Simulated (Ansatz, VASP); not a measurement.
**Mo5W: VASP beside Ansatz**

```
CELL_PARAMETERS angstrom
1.58253 -2.23948 0.00000
1.58253 2.23948 0.00000
0.00000 0.00000 13.42621
ATOMIC_POSITIONS crystal
Mo 0.00000 0.00000 0.83263
Mo 0.50000 0.50000 0.66624
Mo 0.00000 0.00000 0.50000
Mo 0.50000 0.50000 0.33376
Mo 0.00000 0.00000 0.16737
W 0.50000 0.50000 0.00000
```

Alike in both runs: task single point; functional PBE; k mesh 6 × 6 × 2; occupations gaussian, width 0.1 eV; collinear spin.

|  | VASP | Ansatz |
| --- | --- | --- |
| version | VASP 6.6.1 | Ansatz 0.2.0 |
| potentials or method | VASP PAW PBE potentials, release 64 (Mo_sv, W_sv), cutoff 520 eV | scalar-relativistic, plane waves, PAW |
| valence electrons in the cell | 84 | 84 |

VASP gave:

- gap on the k mesh at the Fermi level (eV): none
- pressure (GPa): -0.2
- traceless stress, the component that is largest in VASP (GPa): 1.54
- rms of the force components (eV/Å): 0.008
- net moment per atom (μB): 0.00

Problem. What did Ansatz give for the same quantities?

Solution. gap on the k mesh at the Fermi level (eV): none; pressure (GPa): -0.7; traceless stress, the component that is largest in VASP (GPa): 1.54; rms of the force components (eV/Å): 0.009; net moment per atom (μB): 0.00.

Atom by atom the forces differ by 0.001 eV/Å (rms over components). A gap of «none» marks a metal or a gap that the smearing closes. Ansatz's warnings: seeded moment not kept.

The k mesh is coarse, so the values compare programs but aren't converged. Neither program's run includes spin-orbit coupling.
